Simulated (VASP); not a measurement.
Here is a VASP 6.6.1 calculation.

Contents of INCAR:

```
  ALGO = Normal
  EDIFF = 1E-6
  ENCUT = 520
  GGA = PE
  ISIF = 2
  ISMEAR = 0
  IVDW = 12
  LASPH = T
  LCHARG = T
  LELF = T
  LREAL = Auto
  LVHAR = T
  LWAVE = F
  NBANDS = 56
  NELM = 60
  PREC = Accurate
  SIGMA = 0.02
```

File KPOINTS:

```
k-points
0
Gamma
  2 2 1
```

File POSCAR:

```
HC18Cl
1.0
    7.3980000000      0.0000000000      0.0000000000
   -3.6990000000      6.4068560000      0.0000000000
    0.0000000000      0.0000000000     11.0000000000
C Cl H
18 1 1
Direct
    0.0083355466      0.0041521685      0.0894236499
    0.2288093940      0.1143925887      0.0895396836
    0.0062261803      0.3367856028      0.0897169130
    0.2309851697      0.4491787712      0.0897171434
    0.0076674876      0.6723330691      0.0893854964
    0.2295614393      0.7832611916      0.0893488571
    0.3397541037      0.0033301904      0.0892879367
    0.5643792042      0.1158147125      0.0896050735
    0.3411646123      0.3392832666      0.0896839858
    0.5629356344      0.4500170459      0.0897066296
    0.3419231775      0.6709360977      0.0896612704
    0.5619902463      0.7809556080      0.0896919849
    0.6743094441      0.0056664863      0.0896798938
    0.8960846102      0.1167094713      0.0896453123
    0.6752590590      0.3375969525      0.0897139695
    0.8953326585      0.4476410356      0.0897042249
    0.6728652088      0.6700787634      0.0896214165
    0.8974840941      0.7822504863      0.0893133237
    0.1326064822     -0.0322672472      0.4104589917
    0.1432998473      0.0243073389      0.2980035433
```

Potentials or basis: VASP PAW PBE potentials, release 64 (C, Cl, H).

The run is started by

```console
$ cat potpaw_PBE.64/C/POTCAR potpaw_PBE.64/Cl/POTCAR potpaw_PBE.64/H/POTCAR > POTCAR
$ mpirun -np 1 vasp_std > vasp.out
```

Predict the largest force.

0.110 eV/Å.

Predict the band gap on the k mesh.

0.20 eV, direct.

What does it give for the dispersion energy per atom?

-0.089 eV.

Forces on the atoms (eV/Å):
```
C   -0.007  0.001  0.001
C   -0.002  0.004  0.000
C    0.010  0.005  0.001
C   -0.001 -0.007 -0.001
C    0.001 -0.008 -0.001
C    0.008  0.003  0.000
C    0.005 -0.001  0.000
C   -0.008 -0.003  0.003
C    0.004 -0.005  0.000
C    0.009 -0.006  0.000
C   -0.007  0.001  0.001
C   -0.003  0.004 -0.001
C   -0.002 -0.001 -0.002
C    0.001 -0.002 -0.001
C   -0.002  0.004 -0.004
C    0.003  0.007 -0.001
C   -0.005  0.001  0.000
C   -0.006  0.002  0.001
Cl  -0.010  0.030 -0.101
H    0.010 -0.030  0.105
```

Caveat: the k points lie up to 0.49 Å⁻¹ apart.
